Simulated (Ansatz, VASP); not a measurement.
**One calculation of W16C15, two programs**

```
W C
1.0
    -2.92207    5.06118    5.69265
     5.84415    0.00000    5.69265
     2.92207    5.06118    0.00000
W C
16 15
Direct
  0.00611 0.99856 0.99743
  0.25123 0.24819 0.25003
  0.00151 0.99844 0.49978
  0.25309 0.25009 0.74813
  0.99932 0.49681 0.99860
  0.25378 0.75134 0.25002
  0.99933 0.49682 0.50477
  0.25379 0.75134 0.74435
  0.50307 0.99974 0.99668
  0.75084 0.24758 0.25192
  0.50307 0.99976 0.49998
  0.75086 0.24759 0.74915
  0.50245 0.49963 0.99871
  0.75239 0.74446 0.25136
  0.50053 0.49730 0.50082
  0.75197 0.74912 0.74920
  0.03550 0.21276 0.12390
  0.28402 0.46663 0.36859
  0.03550 0.21275 0.62734
  0.28401 0.46663 0.88013
  0.78928 0.46341 0.37340
  0.28960 0.96346 0.37321
  0.03843 0.71233 0.62441
  0.28714 0.96136 0.87547
  0.53642 0.21408 0.12443
  0.53518 0.21543 0.62443
  0.78720 0.46094 0.87570
  0.53793 0.71512 0.12555
  0.79089 0.95966 0.36609
  0.53791 0.71512 0.62089
  0.79088 0.95967 0.88293
```

Alike in both runs: functional PBE; k mesh 1 × 1 × 1; occupations methfessel-paxton of order 1, width 0.1 eV; no spin polarisation.

Ansatz relaxed the structure, and its values are those at the end. VASP's run is a single point on that final structure, the one shown.

|  | VASP | Ansatz |
| --- | --- | --- |
| version | VASP 6.6.1 | Ansatz 0.2.0 |
| potentials or method | VASP PAW PBE potentials, release 64 (W_sv, C), cutoff 520 eV | plane-wave PAW DFT |
| valence electrons in the cell | 284 | 284 |

|  | VASP | Ansatz | Ansatz less VASP |
| --- | --- | --- | --- |
| rms of the force components (eV/Å) | 0.015 | 0.005 | -0.0097 |

Ansatz's warnings: smearing energy in gap.

Spin-orbit coupling is off throughout.
